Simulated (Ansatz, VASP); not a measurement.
# HgTe in VASP and in Ansatz

INCAR

```
SYSTEM = HgTe
  PREC = Accurate
  ENCUT = 400
  EDIFF = 1E-8
  ISMEAR = -1
  SIGMA = 0.08
  LREAL = .FALSE.
  LASPH = .TRUE.
  NELM = 120
  ALGO = Normal
  ISIF = 2
  LWAVE = .FALSE.
  LCHARG = .FALSE.
  GGA = CA
  LEFG = .TRUE.
  NBANDS = 16
  GGA_COMPAT = .FALSE.
```

File KPOINTS:

```
Automatic mesh
0
G
  10 10 10
  0 0 0
```

POSCAR

```
HgTe
1.0
    0.0000000000      2.9408482460      2.9408482460
    2.9408482460      0.0000000000      2.9408482460
    2.9408482460      2.9408482460      0.0000000000
Hg Te
1 1
Direct
    0.0000000000      0.0000000000      0.0000000000
    0.5000000000      0.5000000000      0.5000000000
```

Input for Ansatz:

```yaml
crystal:
  lattice:
    - [0.0, 2.940848246, 2.940848246]
    - [2.940848246, 0.0, 2.940848246]
    - [2.940848246, 2.940848246, 0.0]
  atoms:
    - { symbol: Hg, position: [0.0, 0.0, 0.0] }
    - { symbol: Te, position: [0.5, 0.5, 0.5] }
kpoints:
  mp_grid: { grid: [10, 10, 10] }
scf:
  occupations: { method: fermi_dirac, width: 0.08 }
hamiltonian:
  xc: lda
  pseudopotentials: { kind: all_electron, datasets: crystal }
output:
  forces: true
  stress: true
  eigenvalues: true
  efg: { contact_densities: true }
```

Change from the starting cell: volume scaled by 1.02, crystal datasets.

Alike in both runs: task electric field gradients; functional LDA; k mesh 10 × 10 × 10; occupations fermi-dirac, width 0.08 eV; no spin polarisation.

|  | VASP | Ansatz |
| --- | --- | --- |
| version | VASP 6.6.1 | Ansatz 0.2.0 |
| potentials or method | VASP PAW LDA potentials, release 64 (Hg, Te), cutoff 400 eV | all-electron PAW with datasets made for the crystal, scalar-relativistic |

|  | VASP | Ansatz | Ansatz less VASP |
| --- | --- | --- | --- |
| pressure (GPa) | 2.7 | 2.2 | -0.48 |

LDA's correlation is that of Perdew and Zunger in VASP and of Perdew and Wang (1992) in Ansatz. Ansatz ran all-electron here, and VASP with PAW potentials.

Spin-orbit coupling is off throughout.
